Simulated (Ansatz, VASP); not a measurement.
## Ga: VASP beside Ansatz

The input POSCAR:

```
Ga
1.0
    1.3830000000     -4.0265000000      0.0000000000
    1.3830000000      4.0265000000      0.0000000000
   -0.1174474948      0.0000000000      3.3299294416
Ga
2
Direct
    0.1310000000      0.8690000000      0.7500000000
    0.8690000000      0.1310000000      0.2500000000
```

INCAR.step1

```
SYSTEM = Ga
  PREC = Accurate
  ENCUT = 520
  ISMEAR = -1
  SIGMA = 0.05
  LREAL = .False.
  LASPH = .True.
  NELM = 60
  NBANDS = 20
  GGA = PE
  ALGO = Normal
  EDIFF = 1E-4
  LWAVE = .True.
  LCHARG = .False.
```

File INCAR.step2:

```
SYSTEM = Ga
  PREC = Accurate
  ENCUT = 520
  EDIFF = 1E-7
  ISMEAR = -1
  SIGMA = 0.05
  LREAL = .False.
  LASPH = .True.
  NELM = 60
  ALGO = Normal
  ISIF = 2
  LWAVE = .False.
  LCHARG = .False.
  METAGGA = R2SCAN
  LMIXTAU = .True.
  NBANDS = 20
  ISTART = 1
```

The input KPOINTS:

```
regular mesh
0
Gamma
  10 10 8
  0 0 0
```

File input.yaml:

```yaml
crystal:
  lattice:
    - [1.383, -4.0265, 0.0]
    - [1.383, 4.0265, 0.0]
    - [-0.1174474948, 0.0, 3.3299294416]
  atoms:
    - { symbol: Ga, position: [0.131, 0.869, 0.75] }
    - { symbol: Ga, position: [0.869, 0.131, 0.25] }
hamiltonian:
  xc: r2scan
  pseudopotentials: { kind: paw }
kpoints:
  mp_grid: { grid: [10, 10, 8] }
  band_path:
    path:
      - [[0.0, 0.0, 0.0], [-0.2794936799, -0.2794936799, 0.0025046701], [-0.2865069778, -0.2865069778, 0.4818696886], [-0.2724803819, -0.2724803819, 0.5231396517], [0.0, 0.0, 0.5], [-0.5, 0.5, 0.5], [-0.7134930222, 0.2865069778, 0.5181303114]]
      - [[-0.7275196181, 0.2724803819, 0.4768603483], [-0.7205063201, 0.2794936799, -0.0025046701], [-0.5, 0.5, 0.0], [0.0, 0.0, 0.0], [-0.5, 0.0, 0.0]]
      - [[-0.5, 0.0, 0.5], [0.0, 0.0, 0.0]]
    npoints: 14
scf:
  occupations: { method: fermi_dirac, width: 0.05 }
  n_extra_bands: 6
output:
  forces: true
  stress: true
  eigenvalues: true
  fatbands: false
  write_density: true
  write_potential: true
  elf: true
  volumetric_format: npy
```

Alike in both runs: functional r2SCAN; k mesh 10 × 10 × 8; occupations fermi-dirac, width 0.05 eV; no spin polarisation.

|  | VASP | Ansatz |
| --- | --- | --- |
| version | VASP 6.6.1 | Ansatz 0.2.0 |
| potentials or method | VASP PAW PBE potentials, release 64 (Ga_d) | Ansatz PAW |
| plane-wave cutoff (eV) | 520 | 500 |
| valence electrons in the cell | 26 | 26 |
| task | single point | band structure |

|  | VASP | Ansatz | Ansatz less VASP |
| --- | --- | --- | --- |
| gap on the k mesh at the Fermi level (eV) | none | none | - |
| pressure (GPa) | -1.4 | -1.4 | -0.06 |
| traceless stress, the component that is largest in VASP (GPa) | 0.74 | 0.72 | -0.022 |
| rms of the force components (eV/Å) | 0.121 | 0.125 | +0.0045 |

VASP's potentials were made for PBE, not for r2SCAN. Atom by atom the forces differ by 0.005 eV/Å (rms over components). A gap of «none» marks a metal or a gap that the smearing closes.
